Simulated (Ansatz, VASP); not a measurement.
## One calculation of TaN, two programs

```
CELL_PARAMETERS angstrom
0.00000 2.17900 2.17900
2.17900 0.00000 2.17900
2.17900 2.17900 0.00000
ATOMIC_POSITIONS crystal
Ta 0.50000 0.50000 0.50000
N 0.00000 0.00000 0.00000
```

Alike in both runs: task single point; functional r2SCAN; k mesh 7 × 7 × 7; occupations gaussian, width 0.05 eV; collinear spin.

|  | VASP | Ansatz |
| --- | --- | --- |
| version | VASP 6.6.1 | Ansatz 0.2.0 |
| potentials or method | VASP PAW PBE potentials, release 64 (Ta_pv, N), cutoff 520 eV | scalar-relativistic, plane waves, PAW |
| valence electrons in the cell | 16 | 18 |

VASP gave:

```
gap on the k mesh at the Fermi level (eV) : none
pressure (GPa)                            : 11.7
net moment per atom (μB)                  : 0.00
```

Estimate Ansatz's values.

gap on the k mesh at the Fermi level (eV): none; pressure (GPa): 9.5; net moment per atom (μB): 0.00.

VASP's potentials were made for PBE, not for r2SCAN. A gap of «none» marks a metal or a gap that the smearing closes. VASP's potentials hold 16 valence electrons a cell and Ansatz's 18, so a difference there can come from the potentials and not from the codes. Ansatz's warnings: seeded moment not kept, specified occupation not kept, stability check not made, symmetry narrowed by occupation matrices.

Spin-orbit coupling is off throughout.
